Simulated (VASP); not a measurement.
Set up this calculation in VASP 6.6.1, as the native input.

- Task: single point
- Functional: r2SCAN
- Potentials or basis: VASP PAW PBE potentials, release 64 (Cd, Hg, S)
- Cutoff: 520 eV
- k mesh: 8 × 8 × 6
- Occupations: gaussian, width 0.01 eV
- Spin: no spin polarisation
- Dipole correction: no
- Further INCAR settings: ALGO = Normal; EDIFF = 1e-06; NBANDS = 26

The system is CdHgS2.

```
CELL_PARAMETERS angstrom
4.21928 0.00000 0.00000
0.00000 4.21928 0.00000
0.00000 0.00000 5.94037
ATOMIC_POSITIONS crystal
Cd 0.00000 0.00000 0.00000
Hg 0.50000 0.50000 0.50000
S 0.50000 0.00000 0.24651
S 0.00000 0.50000 0.75349
```

These files were run (other wordings do the same):

POSCAR

```
CdHgS2
1.0
    4.2192778294      0.0000000000      0.0000000000
    0.0000000000      4.2192778294      0.0000000000
    0.0000000000      0.0000000000      5.9403673178
Cd Hg S
1 1 2
Direct
    0.0000000000      0.0000000000      0.0000000000
    0.5000000000      0.5000000000      0.5000000000
    0.5000000000      0.0000000000      0.2465115816
    0.0000000000      0.5000000000      0.7534884184
```

INCAR.step1

```
SYSTEM = CdHgS2
PREC = Accurate
ENCUT = 520
ISMEAR = 0
SIGMA = 0.01
LREAL = .False.
LASPH = .True.
NELM = 80
NBANDS = 26
GGA = PE
ALGO = Normal
EDIFF = 1E-4
LWAVE = .True.
LCHARG = .False.
```

INCAR.step2

```
SYSTEM = CdHgS2
PREC = Accurate
ENCUT = 520
EDIFF = 1E-6
ISMEAR = 0
SIGMA = 0.01
LREAL = .False.
LASPH = .True.
NELM = 80
ALGO = Normal
ISIF = 2
LWAVE = .False.
LCHARG = .True.
METAGGA = R2SCAN
LMIXTAU = .True.
LELF = .True.
LVHAR = .True.
NBANDS = 26
ISTART = 1
```

KPOINTS

```
Automatic mesh
0
Gamma
  8 8 6
  0 0 0
```

Potentials or basis: VASP PAW PBE potentials, release 64 (Cd, Hg, S).

Launch:

```console
$ cat potpaw_PBE.64/Cd/POTCAR potpaw_PBE.64/Hg/POTCAR potpaw_PBE.64/S/POTCAR > POTCAR
$ cp INCAR.step1 INCAR
$ mpirun -np 1 vasp_std > vasp.out
$ cp INCAR.step2 INCAR
$ mpirun -np 1 vasp_std > vasp.out
```

Results of the run:

```yaml
Pressure: -1.3 GPa
Largest_force: 0.005 eV/Å
Band_gap_on_the_k_mesh: 0.56 eV, direct
```

Caveat: the PAW data sets were made with another functional, which shifts forces and pressure a little; spin-orbit coupling is left out, which moves the levels of the heavy elements.

It took 6.1 min on 1 thread of Intel(R) Xeon(R) Platinum 8488C (Sapphire Rapids) (shared host), peak memory 0.34 GiB.
